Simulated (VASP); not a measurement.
# CdO (Monteponite) (Fm-3m) in VASP: single point with PBE

Aim: the single point of CdO (Monteponite) with PBE.

Everything below comes from runs of VASP 6.6.1. Logs are shortened: lines on timing, memory, paths and dates and some standing lists are left out, and cuts for length are marked.

## Step 1: The cell of the first run

It takes space group Fm-3m (No. 225, cubic). The conventional cell has a = 4.699 Å, b = 4.699 Å, c = 4.699 Å, α = 90.00°, β = 90.00°, γ = 90.00°. Within 3.1 Å of Cd (site symmetry m-3m) lie 6 O at 2.35 Å. Within 3.1 Å of O (site symmetry m-3m) lie 6 Cd at 2.35 Å.

## Step 2: Single point, PBE

File INCAR:

```
  PREC = Accurate
  ENCUT = 600
  EDIFF = 1E-6
  ISMEAR = -1
  SIGMA = 0.1
  LREAL = False
  LASPH = True
  NELM = 120
  ALGO = Normal
  ISIF = 2
  LWAVE = False
  LCHARG = True
  GGA = PE
  LELF = True
  LVHAR = True
  NBANDS = 16
  GGA_COMPAT = False
```

File KPOINTS:

```
regular mesh
0
Gamma
  6 6 6
```

File POSCAR:

```
CdO
1.0
    0.0000000000      2.3495000000      2.3495000000
    2.3495000000      0.0000000000      2.3495000000
    2.3495000000      2.3495000000      0.0000000000
Cd O
1 1
Direct
    0.0000000000      0.0000000000      0.0000000000
    0.5000000000      0.5000000000      0.5000000000
```

Potentials or basis: VASP PAW PBE potentials, release 64 (Cd, O).

Launch:

```console
$ cat potpaw_PBE.64/Cd/POTCAR potpaw_PBE.64/O/POTCAR > POTCAR
$ mpirun -np 1 vasp_std > vasp.out
```

OUTCAR:

```text
PREC = Accurate
   ENCUT = 600
   EDIFF = 1E-6
   ISMEAR = -1
   LREAL = False
   LASPH = True
   NELM = 120
   ISIF = 2
   GGA = PE

 ion  position               nearest neighbor table
   1  0.000  0.000  0.000-   2 2.35   2 2.35   2 2.35   2 2.35   2 2.35   2 2.35
   2  0.500  0.500  0.500-   1 2.35   1 2.35   1 2.35   1 2.35   1 2.35   1 2.35

  LATTYP: Found a face centered cubic cell.
 ALAT       =     4.6990000000

  Lattice vectors:

 A1 = (   0.0000000000,   2.3495000000,   2.3495000000)
 A2 = (   2.3495000000,   0.0000000000,   2.3495000000)
 A3 = (   2.3495000000,   2.3495000000,   0.0000000000)

Analysis of symmetry for initial positions (statically):
=====================================================================
 Subroutine PRICEL returns:
 Original cell was already a primitive cell.

 Routine SETGRP: Setting up the symmetry group for a
 face centered cubic supercell.

 Subroutine GETGRP returns: Found 48 space group operations
 (whereof 48 operations were pure point group operations)
 out of a pool of 48 trial point group operations.

The static configuration has the point symmetry O_h .

Analysis of symmetry for dynamics (positions and initial velocities):
=====================================================================
 Subroutine PRICEL returns:
 Original cell was already a primitive cell.

 Routine SETGRP: Setting up the symmetry group for a
 face centered cubic supercell.

 Subroutine GETGRP returns: Found 48 space group operations
 (whereof 48 operations were pure point group operations)
 out of a pool of 48 trial point group operations.

The dynamic configuration has the point symmetry O_h .

 Subroutine INISYM returns: Found 48 space group operations
 (whereof 48 operations are pure point group operations),
 and found     1 'primitive' translations

----------------------------------------------------------------------------------------

                                     Primitive cell

  volume of cell :      25.9392

  direct lattice vectors                    reciprocal lattice vectors
     0.000000000  2.349500000  2.349500000    -0.212811236  0.212811236  0.212811236
     2.349500000  0.000000000  2.349500000     0.212811236 -0.212811236  0.212811236
     2.349500000  2.349500000  0.000000000     0.212811236  0.212811236 -0.212811236

  length of vectors
     3.322694765  3.322694765  3.322694765     0.368599874  0.368599874  0.368599874

  position of ions in fractional coordinates (direct lattice)
     0.000000000  0.000000000  0.000000000
     0.500000000  0.500000000  0.500000000

  ion indices of the primitive-cell ions
   primitive index   ion index
                 1           1
                 2           2

----------------------------------------------------------------------------------------

 KPOINTS: regular mesh

Automatic generation of k-mesh.
 Grid dimensions read from file:
 generate k-points for:    6    6    6

 Generating k-lattice:

  Cartesian coordinates                     Fractional coordinates (reciprocal lattice)
    -0.035468539  0.035468539  0.035468539     0.166666667  0.000000000  0.000000000
     0.035468539 -0.035468539  0.035468539     0.000000000  0.166666667  0.000000000
     0.035468539  0.035468539 -0.035468539     0.000000000  0.000000000  0.166666667

  Length of vectors
     0.061433312  0.061433312  0.061433312

  Shift w.r.t. Gamma in fractional coordinates (k-lattice)
     0.000000000  0.000000000  0.000000000

 Subroutine IBZKPT returns following result:
 ===========================================

 Found     16 irreducible k-points:

 Following reciprocal coordinates:
            Coordinates               Weight
  0.000000  0.000000  0.000000      1.000000
  0.166667  0.000000  0.000000      8.000000
  0.333333  0.000000  0.000000      8.000000
  0.500000  0.000000  0.000000      4.000000
  0.166667  0.166667  0.000000      6.000000
  0.333333  0.166667  0.000000     24.000000
[... 8 lines left out ...]
 -0.333333  0.333333  0.166667     24.000000
 -0.333333  0.500000  0.166667     12.000000
   k-points           NKPTS =     16   k-points in BZ     NKDIM =     16   number of bands    NBANDS=     16
   number of dos      NEDOS =    301   number of ions     NIONS =      2
   total plane-waves  NPLWV =  21952
   dimension x,y,z NGX =    28 NGY =   28 NGZ =   28
   dimension x,y,z NGXF=    56 NGYF=   56 NGZF=   56
   ions per type =               1   1
   NGX,Y,Z   is equivalent  to a cutoff of  14.01, 14.01, 14.01 a.u.
   NGXF,Y,Z  is equivalent  to a cutoff of  28.02, 28.02, 28.02 a.u.
 SYSTEM =  unknown system
   PREC   = accura    normal or accurate (medium, high low for compatibility)
   ISTART =      0    job   : 0-new  1-cont  2-samecut
   ICHARG =      2    charge: 1-file 2-atom 10-const
   ISPIN  =      1    spin polarized calculation?
   LNONCOLLINEAR =      F non collinear calculations
   LSORBIT =      F    spin-orbit coupling
   LASPH  =      T    aspherical Exc in radial PAW
   ENCUT  =  600.0 eV  44.10 Ry    6.64 a.u.   6.64  6.64  6.64*2*pi/ulx,y,z
   NELM   =    120;   NELMIN=  2; NELMDL= -5     # of ELM steps
   EDIFF  = 0.1E-05   stopping-criterion for ELM
   LREAL  =      F    real-space projection
   EDIFFG = 0.1E-04   stopping-criterion for IOM
   NSW    =      0    number of steps for IOM
   IBRION =     -1    ionic relax: 0-MD 1-quasi-New 2-CG
   NFREE  =      0    steps in history (QN), initial steepest desc. (CG)
   ISIF   =      2    stress and relaxation
   ISYM   =      2    0-nonsym 1-usesym 2-fastsym
   POTIM  = 0.5000    time-step for ionic-motion
   TEBEG  =    0.0;   TEEND  =   0.0 temperature during run
   PSTRESS=    0.0 pullay stress
   NELECT =      18.0000    total number of electrons
   NUPDOWN=      -1.0000    fix difference up-down
   EMIN   =  10.00;   EMAX   =-10.00  energy-range for DOS
   EFERMI =   0.00;   METHOD = LEGACY
   ISMEAR =    -1;   SIGMA  =   0.10  broadening in eV -4-tet -1-fermi 0-gaus
   EFERMI_NEDOS =   21; number of points for ismear=-14 and -15
   IALGO  =     38    algorithm
   IMIX   =      4    mixing-type and parameters
     AMIX     =   0.40;   BMIX     =  1.00
     AMIX_MAG =   1.60;   BMIX_MAG =  1.00
  volume/ion in A,a.u.               =      12.97        87.52
  Fermi-wavevector in a.u.,A,eV,Ry     =   1.449373  2.738918 28.581522  2.100683
  Thomas-Fermi vector in A             =   2.567107
   LORBIT       =      0    0 simple, 1 ext, 2 COOP (PROOUT), +10 PAW based schemes
   GGA     = PE    functional components
   LHFCALC =     F    Hartree Fock is set to
   AEXX    =    0.0000 exact exchange contribution
   IVDW    =     0    specifies the selected vdW correction
   LEPSILON=     F    determine dielectric tensor
   LRPA    =     F    only Hartree local field effects (RPA)
 non-spin polarized calculation
  energy-cutoff  :      600.00
  volume of cell :       25.94
 maximum number of plane-waves:       893
 NGX is ok and might be reduce to    28
   NGX = 13   NGY = 13   NGZ = 13

 number of electron      18.0000002 magnetization

 Free energy of the ion-electron system (eV)
  ---------------------------------------------------
  ext. energy  EPLUGINS =         0.00000000
  ---------------------------------------------------
  free energy    TOTEN  =        -7.70125904 eV

  energy without entropy =       -7.69694275  energy(sigma->0) =       -7.69910090

 E-fermi :   2.3302     XC(G=0): -11.6997

 val. band max:        2.0337222833   @ k =   0.5000   0.0000   0.0000
 cond. band min:       3.5570084098   @ k =   0.1667   0.0000   0.0000
 fundamental gap:      1.5232861265
 Fermi energy:         2.3301929160

 k-point     1 :       0.0000    0.0000    0.0000
  band No.  band energies     occupation
      1     -15.3337      2.00000
      2      -4.6693      2.00000
      3      -4.6693      2.00000
      4      -4.6693      2.00000
      5      -4.3634      2.00000
      6      -4.3634      2.00000
[... 8 lines left out ...]
     15      20.2255      0.00000
     16      20.2255      0.00000

 k-point     2 :       0.1667    0.0000    0.0000
  band No.  band energies     occupation
      1     -15.1504      2.00000
      2      -4.7964      2.00000
      3      -4.7021      2.00000
      4      -4.7021      2.00000
      5      -4.4536      2.00000
      6      -4.4536      2.00000
[... 8 lines left out ...]
     15      20.8872      0.00000
     16      20.8872      0.00000

 k-point     3 :       0.3333    0.0000    0.0000
  band No.  band energies     occupation
      1     -14.7541      2.00000
      2      -5.2774      2.00000
      3      -5.0802      2.00000
      4      -5.0802      2.00000
      5      -4.2429      2.00000
      6      -4.2429      2.00000
[... 8 lines left out ...]
     15      22.4704      0.00000
     16      22.4704      0.00000

 k-point     4 :       0.5000    0.0000    0.0000
  band No.  band energies     occupation
      1     -14.5377      2.00000
      2      -5.6236      2.00000
      3      -5.2617      2.00000
      4      -5.2617      2.00000
      5      -4.1154      2.00000
      6      -4.1154      2.00000
[... 8 lines left out ...]
     15      23.2936      0.00000
     16      24.0807      0.00000
[... 172 lines left out ...]
 k-point    14 :       0.5000    0.3333    0.1667
  band No.  band energies     occupation
      1     -14.6598      2.00000
      2      -5.0211      2.00000
      3      -4.9404      2.00000
      4      -4.8527      2.00000
      5      -4.2114      2.00000
      6      -4.0210      2.00000
[... 8 lines left out ...]
     15      23.1676      0.00000
     16      25.8945      0.00000

 k-point    15 :      -0.3333    0.3333    0.1667
  band No.  band energies     occupation
      1     -14.5743      2.00000
      2      -5.0983      2.00000
      3      -4.8572      2.00000
      4      -4.8221      2.00000
      5      -4.0741      2.00000
      6      -4.0137      2.00000
[... 8 lines left out ...]
     15      21.2029      0.00000
     16      26.8645      0.00000

 k-point    16 :      -0.3333    0.5000    0.1667
  band No.  band energies     occupation
      1     -14.6129      2.00000
      2      -4.9933      2.00000
      3      -4.6739      2.00000
      4      -4.5046      2.00000
      5      -3.9765      2.00000
      6      -3.7621      2.00000
[... 8 lines left out ...]
     15      23.3151      0.00000
     16      26.5504      0.00000

------------------------ aborting loop because EDIFF is reached ----------------------------------------

  FORCE on cell =-STRESS in cart. coord.  units (eV):
  Direction    XX          YY          ZZ          XY          YZ          ZX
  --------------------------------------------------------------------------------------
  -------------------------------------------------------------------------------------
  Total        1.1996996      1.1996996      1.1996996      0.0000000      0.0000000      0.0000000
  in kB       74.1014587     74.1014587     74.1014587      0.0000000      0.0000000      0.0000000
  external PRESSURE =      74.1014587 kB  Pullay stress =       0.0000000 kB

 VOLUME and BASIS-vectors are now :
 -----------------------------------------------------------------------------
  energy-cutoff  :      600.00
  volume of cell :       25.94
      direct lattice vectors                 reciprocal lattice vectors
     0.000000000  2.349500000  2.349500000    -0.212811236  0.212811236  0.212811236
     2.349500000  0.000000000  2.349500000     0.212811236 -0.212811236  0.212811236
     2.349500000  2.349500000  0.000000000     0.212811236  0.212811236 -0.212811236

 POSITION                                       TOTAL-FORCE (eV/Angst)
 -----------------------------------------------------------------------------------
      0.00000      0.00000      0.00000        -0.000000      0.000000     -0.000000
      2.34950      2.34950      2.34950         0.000000     -0.000000      0.000000
 -----------------------------------------------------------------------------------
    total drift:                                0.000000      0.000000      0.000000

  FREE ENERGIE OF THE ION-ELECTRON SYSTEM (eV)
  ---------------------------------------------------
  free  energy   TOTEN  =        -7.7012590396 eV

  energy  without entropy=       -7.6969427545  energy(sigma->0) =       -7.69910090
```

Wall time 6.9 s (1 thread of Intel Xeon Platinum 8488C (Sapphire Rapids), shared host); peak memory 0.16 GiB.

Results:

| Item | Value |
| --- | --- |
| Free energy | -7.7013 eV |
| Pressure | 7.4 GPa |
| Band gap on the k mesh | zero (band 9 reaches 2.03 eV, above the bottom of band 10 at 1.61 eV) |

Caveat: the k points lie up to 0.39 Å⁻¹ apart.
